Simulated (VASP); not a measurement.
# MgO (Cm) in VASP: single point with PBEsol

Aim: the single point of MgO with PBEsol.

All numbers are computed with VASP 6.6.1; they aren't measurements. Logs are shortened: lines on timing, memory, paths and dates and some standing lists are left out, and cuts for length are marked.

**1. The cell of the first run**

Symmetry: Cm, No. 8, monoclinic system. The conventional cell has a = 5.961 Å, b = 5.961 Å, c = 4.215 Å, α = 90.00°, β = 90.00°, γ = 90.00°. Within 2.3 Å of Mg (site symmetry m) lie 5 O at 1.58 to 2.25 Å. Mg (site symmetry m) has 6 O at 2.11 Å within 2.8 Å. Within 2.8 Å of Mg (site symmetry 1) lie 6 O at 2.11 Å and 2 Mg at 2.57 to 2.69 Å. Within 2.8 Å of O (site symmetry 1) lie 6 Mg at 2.10 to 2.25 Å. O (site symmetry m) has 5 Mg at 1.58 to 2.11 Å within 2.2 Å. Within 2.8 Å of O (site symmetry m) lie 6 Mg at 2.11 Å.

**2. Single point, PBEsol (atom 1 (Mg) moved by -0.106 Å along [1 1 0] and -0.530 Å along [0 0 1])**

Contents of INCAR:

```
SYSTEM = MgO
  PREC = Accurate
  ENCUT = 840
  EDIFF = 1E-6
  ISMEAR = 0
  SIGMA = 0.05
  LREAL = .FALSE.
  LASPH = .TRUE.
  NELM = 120
  ALGO = Normal
  ISIF = 2
  LWAVE = .FALSE.
  LCHARG = .FALSE.
  GGA = PS
  NBANDS = 42
  GGA_COMPAT = .FALSE.
```

Contents of KPOINTS:

```
Automatic mesh
0
G
  6 6 6
  0 0 0
```

Contents of POSCAR:

```
MgO
1.0
    4.2149416169      0.0000000000      0.0000000000
    0.0000000000     -4.2149416169      0.0000000000
    0.0000000000      0.0000000000     -4.2149416169
Mg O
4 4
Direct
   -0.0177827656      0.0177827656      0.1257431415
    0.5000000000      0.5000000000      0.0000000000
    0.5000000000      0.0000000000      0.5000000000
    0.0000000000      0.5000000000      0.5000000000
    0.5000000000      0.0000000000      0.0000000000
    0.0000000000      0.5000000000      0.0000000000
    0.0000000000      0.0000000000      0.5000000000
    0.5000000000      0.5000000000      0.5000000000
```

Potentials or basis: VASP PAW PBE potentials, release 64 (Mg_sv, O).

Started as:

```console
$ cat potpaw_PBE.64/Mg_sv/POTCAR potpaw_PBE.64/O/POTCAR > POTCAR
$ mpirun -np 1 vasp_std > vasp.out
```

OUTCAR:

```text
SYSTEM = MgO
   PREC = Accurate
   ENCUT = 840
   EDIFF = 1E-6
   ISMEAR = 0
   LREAL = .FALSE.
   LASPH = .TRUE.
   NELM = 120
   ISIF = 2
   GGA = PS

 ion  position               nearest neighbor table
   1  0.982  0.018  0.126-   7 1.58   6 2.10   5 2.10
   2  0.500  0.500  0.000-   5 2.11   6 2.11   8 2.11   8 2.11   5 2.11   6 2.11
   3  0.500  0.000  0.500-   5 2.11   7 2.11   8 2.11   5 2.11   8 2.11   7 2.11
   4  0.000  0.500  0.500-   6 2.11   7 2.11   8 2.11   6 2.11   7 2.11   8 2.11
   5  0.500  0.000  0.000-   1 2.10   2 2.11   3 2.11   3 2.11   2 2.11
   6  0.000  0.500  0.000-   1 2.10   2 2.11   4 2.11   4 2.11   2 2.11
   7  0.000  0.000  0.500-   1 1.58   3 2.11   4 2.11   4 2.11   3 2.11
   8  0.500  0.500  0.500-   2 2.11   3 2.11   4 2.11   2 2.11   3 2.11   4 2.11

  LATTYP: Found a simple cubic cell.
 ALAT       =     4.2149416169

  Lattice vectors:

 A1 = (   4.2149416169,   0.0000000000,   0.0000000000)
 A2 = (   0.0000000000,  -4.2149416169,   0.0000000000)
 A3 = (   0.0000000000,   0.0000000000,  -4.2149416169)

Analysis of symmetry for initial positions (statically):
=====================================================================
 Subroutine PRICEL returns:
 Original cell was already a primitive cell.

 Routine SETGRP: Setting up the symmetry group for a
 simple cubic supercell.

 Subroutine GETGRP returns: Found  2 space group operations
 (whereof  2 operations were pure point group operations)
 out of a pool of 48 trial point group operations.

The static configuration has the point symmetry C_1h.

Analysis of symmetry for dynamics (positions and initial velocities):
=====================================================================
 Subroutine PRICEL returns:
 Original cell was already a primitive cell.

 Routine SETGRP: Setting up the symmetry group for a
 simple cubic supercell.

 Subroutine GETGRP returns: Found  2 space group operations
 (whereof  2 operations were pure point group operations)
 out of a pool of 48 trial point group operations.

The dynamic configuration has the point symmetry C_1h.

 Subroutine INISYM returns: Found  2 space group operations
 (whereof  2 operations are pure point group operations),
 and found     1 'primitive' translations

----------------------------------------------------------------------------------------

                                     Primitive cell

  volume of cell :      74.8815

[... 99 lines left out ...]
   NELM   =    120;   NELMIN=  2; NELMDL= -5     # of ELM steps
   EDIFF  = 0.1E-05   stopping-criterion for ELM
   LREAL  =      F    real-space projection
   EDIFFG = 0.1E-04   stopping-criterion for IOM
   NSW    =      0    number of steps for IOM
   IBRION =     -1    ionic relax: 0-MD 1-quasi-New 2-CG
   NFREE  =      0    steps in history (QN), initial steepest desc. (CG)
   ISIF   =      2    stress and relaxation
   ISYM   =      2    0-nonsym 1-usesym 2-fastsym
   POTIM  = 0.5000    time-step for ionic-motion
   TEBEG  =    0.0;   TEEND  =   0.0 temperature during run
   PSTRESS=    0.0 pullay stress
   NELECT =      64.0000    total number of electrons
   NUPDOWN=      -1.0000    fix difference up-down
   EMIN   =  10.00;   EMAX   =-10.00  energy-range for DOS
   EFERMI =   0.00;   METHOD = LEGACY
   ISMEAR =     0;   SIGMA  =   0.05  broadening in eV -4-tet -1-fermi 0-gaus
   EFERMI_NEDOS =   21; number of points for ismear=-14 and -15
   IALGO  =     38    algorithm
   IMIX   =      4    mixing-type and parameters
     AMIX     =   0.40;   BMIX     =  1.00
     AMIX_MAG =   1.60;   BMIX_MAG =  1.00
  volume/ion in A,a.u.               =       9.36        63.17
  Fermi-wavevector in a.u.,A,eV,Ry     =   1.553614  2.935906 32.840626  2.413718
  Thomas-Fermi vector in A             =   2.657820
   LORBIT       =      0    0 simple, 1 ext, 2 COOP (PROOUT), +10 PAW based schemes
   GGA     = PS    functional components
   LHFCALC =     F    Hartree Fock is set to
   AEXX    =    0.0000 exact exchange contribution
   IVDW    =     0    specifies the selected vdW correction
   LEPSILON=     F    determine dielectric tensor
   LRPA    =     F    only Hartree local field effects (RPA)
 non-spin polarized calculation
 Gauss-broadening in eV      SIGMA  =   0.05
  energy-cutoff  :      840.00
  volume of cell :       74.88
 maximum number of plane-waves:      4224
   NGX = 19   NGY = 19   NGZ = 19

 number of electron      63.9999938 magnetization

 Free energy of the ion-electron system (eV)
  ---------------------------------------------------
  ext. energy  EPLUGINS =         0.00000000
  ---------------------------------------------------
  free energy    TOTEN  =       -47.60785614 eV

  energy without entropy =      -47.60785614  energy(sigma->0) =      -47.60785614

 E-fermi :   3.1270     XC(G=0): -11.5604

 val. band max:        2.7448735806   @ k =   0.0000   0.0000   0.0000
 cond. band min:       7.2592682804   @ k =   0.0000   0.0000   0.0000
 fundamental gap:      4.5143946998
 Fermi energy:         3.1269843308

 k-point     1 :       0.0000    0.0000    0.0000
  band No.  band energies     occupation
      1     -69.3028      2.00000
      2     -69.2965      2.00000
      3     -69.0012      2.00000
      4     -68.8436      2.00000
      5     -36.2987      2.00000
      6     -36.2966      2.00000
[... 1069 lines left out ...]
     41      15.1596      0.00000
     42      16.0539      0.00000

 [... further k-points ...]
[... 5 lines left out ...]
  --------------------------------------------------------------------------------------
  -------------------------------------------------------------------------------------
  Total        0.7088818      0.7088818     14.9861717      0.0104799     -0.4652984     -0.4652988
  in kB       15.1673502     15.1673502    320.6465680      0.2242305     -9.9556003     -9.9556083
  external PRESSURE =     116.9937562 kB  Pullay stress =       0.0000000 kB

 VOLUME and BASIS-vectors are now :
 -----------------------------------------------------------------------------
  energy-cutoff  :      840.00
  volume of cell :       74.88
      direct lattice vectors                 reciprocal lattice vectors
     4.214941617  0.000000000  0.000000000     0.237251210  0.000000000  0.000000000
     0.000000000 -4.214941617  0.000000000     0.000000000 -0.237251210  0.000000000
     0.000000000  0.000000000 -4.214941617     0.000000000  0.000000000 -0.237251210

 POSITION                                       TOTAL-FORCE (eV/Angst)
 -----------------------------------------------------------------------------------
      4.13999     -0.07495     -0.53000         0.221181      0.221181     12.620327
      2.10747     -2.10747      0.00000        -0.167085     -0.167085      0.349191
      2.10747      0.00000     -2.10747        -0.328640      0.086733     -1.394195
      0.00000     -2.10747     -2.10747         0.086733     -0.328640     -1.394195
      2.10747      0.00000      0.00000        -0.038683     -0.104531     -0.847242
      0.00000     -2.10747      0.00000        -0.104531     -0.038683     -0.847242
      0.00000      0.00000     -2.10747         0.296148      0.296148     -8.627477
      2.10747     -2.10747     -2.10747         0.034878      0.034878      0.140833
 -----------------------------------------------------------------------------------
    total drift:                               -0.000525     -0.000525     -0.000062

  FREE ENERGIE OF THE ION-ELECTRON SYSTEM (eV)
  ---------------------------------------------------
  free  energy   TOTEN  =       -47.6078561407 eV

  energy  without entropy=      -47.6078561407  energy(sigma->0) =      -47.60785614
```

OSZICAR:

```text
N       E                     dE             d eps       ncg     rms          rms(c)
DAV:   1     0.982654232796E+03    0.98265E+03   -0.53072E+04  5712   0.254E+03
DAV:   2     0.349465713224E+02   -0.94771E+03   -0.91220E+03  6328   0.713E+02
DAV:   3    -0.436391238273E+02   -0.78586E+02   -0.77886E+02  8060   0.174E+02
DAV:   4    -0.535044334206E+02   -0.98653E+01   -0.97859E+01  8632   0.496E+01
DAV:   5    -0.539162721360E+02   -0.41184E+00   -0.41171E+00  7236   0.870E+00    0.170E+01
DAV:   6    -0.477279190618E+02    0.61884E+01   -0.18432E+01  6878   0.229E+01    0.594E+00
DAV:   7    -0.476758850148E+02    0.52034E-01   -0.12094E+00  6800   0.605E+00    0.331E+00
DAV:   8    -0.476129723021E+02    0.62913E-01   -0.19565E-01  6796   0.325E+00    0.562E-01
DAV:   9    -0.476070726952E+02    0.58996E-02   -0.25891E-02  6884   0.106E+00    0.199E-01
DAV:  10    -0.476078952859E+02   -0.82259E-03   -0.68485E-03  7154   0.433E-01    0.152E-01
DAV:  11    -0.476078439353E+02    0.51351E-04   -0.79042E-04  7314   0.195E-01    0.450E-02
DAV:  12    -0.476078572453E+02   -0.13310E-04   -0.78951E-05  7504   0.569E-02    0.131E-02
DAV:  13    -0.476078560718E+02    0.11735E-05   -0.74550E-06  6410   0.220E-02    0.586E-03
DAV:  14    -0.476078561407E+02   -0.68938E-07   -0.18175E-06  5800   0.939E-03
   1 F= -.47607856E+02 E0= -.47607856E+02  d E =-.578079E-29
```

stdout:

```text
POSCAR found type information on POSCAR MgO
 POSCAR found :  2 types and       8 ions
 scaLAPACK will be used
 -----------------------------------------------------------------------------
|                                                                             |
|                                                                             |
|     You enforced a specific xc type in the INCAR file but a different       |
|     I HOPE YOU KNOW WHAT YOU ARE DOING!                                     |
|                                                                             |
 -----------------------------------------------------------------------------

 LDA part: xc-table for (Slater+PW92), standard interpolation
 POSCAR, INCAR and KPOINTS ok, starting setup
 FFT: planning ... GRIDC
 FFT: planning ... GRID_SOFT
 FFT: planning ... GRID
 WAVECAR not read
 entering main loop
```

Wall time 5.3 min (1 thread of Intel Xeon Platinum 8259CL at 2.50GHz (Skylake/Cascade Lake), shared host); peak memory 0.45 GiB.

Results:

* Free energy: -47.6079 eV
* Pressure: 11.7 GPa
* Largest force: 12.624 eV/Å
* Band gap on the k mesh: 4.51 eV

Forces in eV/Å, atoms in the order of the input:
```
Mg   0.221  0.221 12.620
Mg  -0.167 -0.167  0.349
Mg  -0.329  0.087 -1.394
Mg   0.087 -0.329 -1.394
O   -0.039 -0.105 -0.847
O   -0.105 -0.039 -0.847
O    0.296  0.296 -8.627
O    0.035  0.035  0.141
```

Levels at points of the mesh, in eV from the valence-band top:
```csv
k point,band 28,band 29,band 30,band 31,band 32,band 33,band 34,band 35,band 36,band 37
"(0.00, 0.00, 0.00)",-1.27,-1.25,-0.05,-0.01,0.00,4.51,8.78,9.00,9.03,9.46
"(0.50, 0.00, 0.00)",-1.63,-0.85,-0.72,-0.70,-0.69,7.84,7.93,10.48,10.76,11.05
"(0.00, 0.00, 0.50)",-1.67,-1.06,-1.05,-0.50,-0.49,7.38,8.07,10.19,11.02,11.03
"(0.50, 0.50, 0.00)",-1.75,-0.97,-0.97,-0.50,-0.27,9.07,9.13,9.34,9.37,11.05
"(0.00, 0.50, 0.50)",-1.68,-0.86,-0.68,-0.61,-0.48,8.77,9.05,9.53,9.66,10.91
"(0.50, 0.50, 0.50)",-0.66,-0.64,-0.55,-0.50,-0.26,7.50,7.54,7.83,7.85,11.95
```

Caveat: the cell differs from its parent crystal (atom 1 (Mg) moved by -0.106 Å along [1 1 0] and -0.530 Å along [0 0 1]); the stress differs along the axes, from 2 to 32 GPa; the PAW data sets were made with another functional, which shifts forces and pressure a little.
